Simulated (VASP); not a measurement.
# MnO (P6_3mc) in VASP: further runs, part 2 of 2

VASP 6.6.1. The steps go on from the part before.

## Step 4: Single point, LDA, collinear spin, ferromagnetic start

This run uses another cell than the first one, of 12.99 Å³/atom, 1.043 times its volume.

INCAR reads:

```
SYSTEM = MnO
PREC = Accurate
ENCUT = 520
EDIFF = 1E-7
ISMEAR = -1
SIGMA = 0.05
LREAL = .False.
LASPH = .True.
NELM = 150
ALGO = Normal
ISIF = 2
LWAVE = .False.
LCHARG = .False.
ISPIN = 2
MAGMOM = 4 4 0 0
LORBIT = 11
LMAXMIX = 4
GGA = CA
NBANDS = 31
```

KPOINTS reads:

```
regular mesh
0
Gamma
  9 9 5
  0 0 0
```

POSCAR reads:

```
MnO
1.0
    3.3490704591      0.0000000000      0.0000000000
   -1.6745352295      2.9003800966      0.0000000000
    0.0000000000      0.0000000000      5.3493546156
Mn O
2 2
Direct
    0.6666666667      0.3333333333      0.5109600000
    0.3333333333      0.6666666667      0.0109600000
    0.6666666667      0.3333333333      0.8754700000
    0.3333333333      0.6666666667      0.3754700000
```

Command:

```bash
$ cat potpaw_LDA.64/Mn_pv/POTCAR potpaw_LDA.64/O/POTCAR > POTCAR
$ mpirun -np 1 vasp_std > vasp.out
```

Wall time 53 s (1 thread of Intel Xeon 6975P-C (Granite Rapids), shared host); peak memory 0.2 GiB.

The run converged. Its results:

```yaml
Free_energy: -34.9042 eV
Pressure: -3.8 GPa
Largest_force: 0.596 eV/Å
Net_moment: 9.64 μB per cell
Site_moments: Mn +4.24; O +0.21 μB
Valence_electrons_inside_the_program's_atomic_spheres: Mn 11.47; O 4.98
```

Forces on the atoms (eV/Å):
```
Mn   0.000  0.000 -0.596
Mn   0.000  0.000 -0.596
O    0.000  0.000  0.596
O    0.000  0.000  0.596
```

Stress tensor (GPa, compression positive):
```
-6.22  0.00  0.00
 0.00 -6.22  0.00
 0.00  0.00  1.05
```

Levels at points of the mesh, in eV from the Fermi level:
Spin up:
```csv
k point,band 20,band 21,band 22,band 23,band 24,band 25,band 26,band 27,band 28,band 29
"(0.00, 0.00, 0.00)",-1.26,-0.80,-0.80,0.28,0.28,0.33,3.91,5.83,11.76,11.76
```
Spin down:
| k point | band 11 | band 12 | band 13 | band 14 | band 15 | band 16 | band 17 | band 18 |
| --- | --- | --- | --- | --- | --- | --- | --- | --- |
| (0.00, 0.00, 0.00) | -5.06 | -5.06 | -4.82 | -4.82 | -0.22 | 0.63 | 0.63 | 0.82 |

Caveat: semilocal functionals often make such compounds metallic where correlation or magnetic order opens a gap, which also shifts bond lengths; only a ferromagnetic start was run, and an antiferromagnetic order may lie lower in energy.

## Step 5: Single point, LDA, collinear spin, ferromagnetic start

This run uses another cell than the first one, of 13.26 Å³/atom, 1.064 times its volume.

INCAR reads:

```
SYSTEM = MnO
  ALGO = Normal
  EDIFF = 1E-6
  ENCUT = 520
  GGA = CA
  ISIF = 2
  ISMEAR = -1
  ISPIN = 2
  LASPH = .TRUE.
  LCHARG = .FALSE.
  LMAXMIX = 4
  LORBIT = 11
  LREAL = .FALSE.
  LWAVE = .FALSE.
  MAGMOM = 4 4 0 0
  NBANDS = 31
  NELM = 150
  PREC = Accurate
  SIGMA = 0.05
```

KPOINTS reads:

```
k-points
0
G
  9 9 5
  0 0 0
```

POSCAR reads:

```
MnO
1.0
    3.3717000000      0.0000000000      0.0000000000
   -1.6858500000      2.9199778539      0.0000000000
    0.0000000000      0.0000000000      5.3855000000
Mn O
2 2
Direct
    0.6666666667      0.3333333333      0.5109600000
    0.3333333333      0.6666666667      0.0109600000
    0.6666666667      0.3333333333      0.8754700000
    0.3333333333      0.6666666667      0.3754700000
```

Potentials or basis: VASP PAW LDA potentials, release 64 (Mn_pv, O).

Command:

```bash
$ cat potpaw_LDA.64/Mn_pv/POTCAR potpaw_LDA.64/O/POTCAR > POTCAR
$ mpirun -np 1 vasp_std > vasp.out
```

OUTCAR:

```text
SYSTEM = MnO
   EDIFF = 1E-6
   ENCUT = 520
   GGA = CA
   ISIF = 2
   ISMEAR = -1
   ISPIN = 2
   LASPH = .TRUE.
   LORBIT = 11
   LREAL = .FALSE.
   NELM = 150
   PREC = Accurate

 ion  position               nearest neighbor table
   1  0.667  0.333  0.511-   3 1.96   4 2.08   4 2.08   4 2.08
   2  0.333  0.667  0.011-   4 1.96   3 2.08   3 2.08   3 2.08
   3  0.667  0.333  0.875-   1 1.96   2 2.08   2 2.08   2 2.08
   4  0.333  0.667  0.375-   2 1.96   1 2.08   1 2.08   1 2.08

  LATTYP: Found a hexagonal cell.
 ALAT       =     3.3717000000
 C/A-ratio  =     1.5972654744

  Lattice vectors:

 A1 = (   3.3717000000,   0.0000000000,   0.0000000000)
 A2 = (  -1.6858500000,   2.9199778539,   0.0000000000)
 A3 = (   0.0000000000,   0.0000000000,   5.3855000000)

Analysis of symmetry for initial positions (statically):
=====================================================================
 Subroutine PRICEL returns:
 Original cell was already a primitive cell.

 Routine SETGRP: Setting up the symmetry group for a
 hexagonal supercell.

 Subroutine GETGRP returns: Found 12 space group operations
 (whereof  6 operations were pure point group operations)
 out of a pool of 24 trial point group operations.

The static configuration has the point symmetry C_3v.
 The point group associated with its full space group is C_6v.

Analysis of symmetry for dynamics (positions and initial velocities):
=====================================================================
 Subroutine PRICEL returns:
 Original cell was already a primitive cell.

 Routine SETGRP: Setting up the symmetry group for a
 hexagonal supercell.

 Subroutine GETGRP returns: Found 12 space group operations
 (whereof  6 operations were pure point group operations)
 out of a pool of 24 trial point group operations.

The dynamic configuration has the point symmetry C_3v.
 The point group associated with its full space group is C_6v.

Analysis of structural, dynamic, and magnetic symmetry:
=====================================================================
 Subroutine PRICEL returns:
[... 160 lines left out ...]
  free energy    TOTEN  =       -34.87522133 eV

  energy without entropy =      -34.85858265  energy(sigma->0) =      -34.86690199

 E-fermi :   5.4656     XC(G=0): -11.1288

 val. band max:        5.4651277927   @ k =   0.2222   0.1111   0.0000
 cond. band min:       5.4917827260   @ k =   0.1111   0.1111   0.0000
 fundamental gap:      0.0266549332
 Fermi energy:         5.4655748658

 spin component 1

 k-point     1 :       0.0000    0.0000    0.0000
  band No.  band energies     occupation
      1     -44.4619      1.00000
      2     -44.4531      1.00000
      3     -44.4531      1.00000
      4     -44.4468      1.00000
      5     -44.4468      1.00000
      6     -44.4225      1.00000
[... 805 lines left out ...]
     30      14.1670      0.00000
     31      15.9245      0.00000

 [... further k-points ...]

 spin component 2

 k-point     1 :       0.0000    0.0000    0.0000
  band No.  band energies     occupation
      1     -40.2456      1.00000
      2     -40.2106      1.00000
      3     -40.2106      1.00000
      4     -40.2026      1.00000
      5     -40.2026      1.00000
      6     -40.1933      1.00000
[... 805 lines left out ...]
     30      15.6329      0.00000
     31      16.9033      0.00000

 [... further k-points ...]
[... 5 lines left out ...]
  --------------------------------------------------------------------------------------
  -------------------------------------------------------------------------------------
  Total       -2.4729195     -2.4729195     -0.3166180      0.0000000      0.0000000     -0.0000000
  in kB      -74.7250210    -74.7250210     -9.5673496      0.0000000      0.0000000     -0.0000000
  external PRESSURE =     -53.0057972 kB  Pullay stress =       0.0000000 kB

 VOLUME and BASIS-vectors are now :
 -----------------------------------------------------------------------------
  energy-cutoff  :      520.00
  volume of cell :       53.02
      direct lattice vectors                 reciprocal lattice vectors
     3.371700000  0.000000000  0.000000000     0.296586292  0.171234175  0.000000000
    -1.685850000  2.919977854  0.000000000     0.000000000  0.342468351  0.000000000
     0.000000000  0.000000000  5.385500000     0.000000000  0.000000000  0.185683781

 POSITION                                       TOTAL-FORCE (eV/Angst)
 -----------------------------------------------------------------------------------
      1.68585      0.97333      2.75178         0.000000     -0.000000     -0.557211
     -0.00000      1.94665      0.05903        -0.000000     -0.000000     -0.557211
      1.68585      0.97333      4.71484        -0.000000      0.000000      0.557211
     -0.00000      1.94665      2.02209         0.000000     -0.000000      0.557211
 -----------------------------------------------------------------------------------
    total drift:                               -0.000000     -0.000000      0.001649

  FREE ENERGIE OF THE ION-ELECTRON SYSTEM (eV)
  ---------------------------------------------------
  free  energy   TOTEN  =       -34.8752213333 eV

  energy  without entropy=      -34.8585826473  energy(sigma->0) =      -34.86690199

 total charge

# of ion       s       p       d       tot
------------------------------------------
    1        0.245   6.231   4.971  11.448
    2        0.245   6.231   4.971  11.448
    3        1.544   3.429   0.000   4.973
    4        1.544   3.429   0.000   4.973
--------------------------------------------------
tot          3.579  19.320   9.943  32.843

 magnetization (x)

# of ion       s       p       d       tot
------------------------------------------
    1        0.032   0.057   4.207   4.296
    2        0.032   0.057   4.207   4.296
    3        0.019   0.192   0.000   0.211
    4        0.019   0.192   0.000   0.211
--------------------------------------------------
tot          0.103   0.499   8.413   9.015
```

OSZICAR:

```text
N       E                     dE             d eps       ncg     rms          rms(c)
DAV:   1     0.447462395155E+03    0.44746E+03   -0.21194E+04  4464   0.144E+03
DAV:   2    -0.414671122569E+01   -0.45161E+03   -0.42286E+03  4667   0.435E+02
DAV:   3    -0.398417093215E+02   -0.35695E+02   -0.34941E+02  5073   0.132E+02
DAV:   4    -0.403854623790E+02   -0.54375E+00   -0.54315E+00  4716   0.175E+01
DAV:   5    -0.403915187847E+02   -0.60564E-02   -0.60562E-02  5157   0.190E+00    0.218E+01
DAV:   6    -0.362895445197E+02    0.41020E+01   -0.30195E+01  5383   0.522E+01    0.207E+01
DAV:   7    -0.348731861598E+02    0.14164E+01   -0.49206E+00  4621   0.311E+01    0.126E+01
DAV:   8    -0.349306366043E+02   -0.57450E-01   -0.74805E-01  4870   0.487E+00    0.795E+00
DAV:   9    -0.348232058191E+02    0.10743E+00   -0.27477E-01  5303   0.485E+00    0.483E+00
DAV:  10    -0.348690905260E+02   -0.45885E-01   -0.70862E-02  4695   0.237E+00    0.216E+00
DAV:  11    -0.348712390592E+02   -0.21485E-02   -0.33930E-02  4814   0.120E+00    0.104E+00
DAV:  12    -0.348751726247E+02   -0.39336E-02   -0.47430E-03  5352   0.579E-01    0.239E-01
DAV:  13    -0.348752460993E+02   -0.73475E-04   -0.65511E-04  4786   0.157E-01    0.776E-02
DAV:  14    -0.348752266613E+02    0.19438E-04   -0.26454E-04  4982   0.107E-01    0.466E-02
DAV:  15    -0.348752192964E+02    0.73648E-05   -0.18686E-05  4618   0.300E-02    0.218E-02
DAV:  16    -0.348752212130E+02   -0.19165E-05   -0.63981E-06  4800   0.163E-02    0.102E-02
DAV:  17    -0.348752213333E+02   -0.12030E-06   -0.45593E-07  2498   0.525E-03
   1 F= -.34875221E+02 E0= -.34866902E+02  d E =-.166387E-01  mag=     9.7780
```

stdout:

```text
POSCAR found type information on POSCAR MnO
 POSCAR found :  2 types and       4 ions
 scaLAPACK will be used
 LDA part: xc-table for (Slater(with rela. corr.)+CA(PZ))
 , standard interpolation
 POSCAR, INCAR and KPOINTS ok, starting setup
 FFT: planning ... GRIDC
 FFT: planning ... GRID_SOFT
 FFT: planning ... GRID
 WAVECAR not read
 entering main loop
```

It took 50 s on 1 thread of Intel Xeon 6975P-C (Granite Rapids), shared host; peak memory 0.21 GiB.

Results:

```
Free energy                                           : -34.8752 eV
Pressure                                              : -5.3 GPa
Largest force                                         : 0.557 eV/Å
Net moment                                            : 9.78 μB per cell
Site moments                                          : Mn +4.30; O +0.21 μB
Valence electrons inside the program's atomic spheres : Mn 11.45; O 4.97
```

Forces in eV/Å, atoms in the order of the input:
```
Mn   0.000  0.000 -0.557
Mn   0.000  0.000 -0.557
O    0.000  0.000  0.557
O    0.000  0.000  0.557
```

Stress tensor (GPa, compression positive):
```
-7.47  0.00  0.00
 0.00 -7.47  0.00
 0.00  0.00 -0.96
```

Levels at points of the mesh, in eV from the Fermi level:
Spin up:
```tsv
k point	band 21	band 22	band 23	band 24	band 25	band 26	band 27	band 28
(0.00, 0.00, 0.00)	-0.86	-0.86	0.20	0.20	0.25	3.81	5.72	11.58
```
Spin down:
```
           k point  band 10  band 11  band 12  band 13  band 14  band 15  band 16  band 17  band 18  band 19
(0.00, 0.00, 0.00)    -5.10    -4.93    -4.93    -4.71    -4.71    -0.25     0.66     0.66     0.85     1.44
```

Caveat: semilocal functionals often make such compounds metallic where correlation or magnetic order opens a gap, which also shifts bond lengths; only a ferromagnetic start was run, and an antiferromagnetic order may lie lower in energy.

## Step 6: Summary

| cell | gap on the mesh (eV) | pressure (GPa) | moment (μB) | largest force (eV/Å) |
| --- | --- | --- | --- | --- |
| a = 3.303, b = 3.303, c = 5.276 Å, angles 90.0, 90.0, 120.0°, 4 atoms | none | -1.3 | 9.21 | 0.62 |
| a = 3.326, b = 3.326, c = 5.313 Å, angles 90.0, 90.0, 120.0°, 4 atoms | none | -2.4 | 9.45 | 0.62 |
| a = 3.349, b = 3.349, c = 5.349 Å, angles 90.0, 90.0, 120.0°, 4 atoms | none | -3.8 | 9.64 | 0.60 |
| a = 3.372, b = 3.372, c = 5.386 Å, angles 90.0, 90.0, 120.0°, 4 atoms | none | -5.3 | 9.78 | 0.56 |

Alike in all rows: task single point; level LDA; potentials or basis VASP PAW LDA potentials, release 64 (Mn_pv, O); spin collinear, ferromagnetic start; k mesh 9 × 9 × 5; cutoff (eV) 520; smearing fermi-dirac 0.05 eV.

Caveats: semilocal functionals often make such compounds metallic where correlation or magnetic order opens a gap, which also shifts bond lengths; only a ferromagnetic start was run, and an antiferromagnetic order may lie lower in energy.

Total energies depend on the potentials used, so only differences within one code and one set of settings carry meaning.
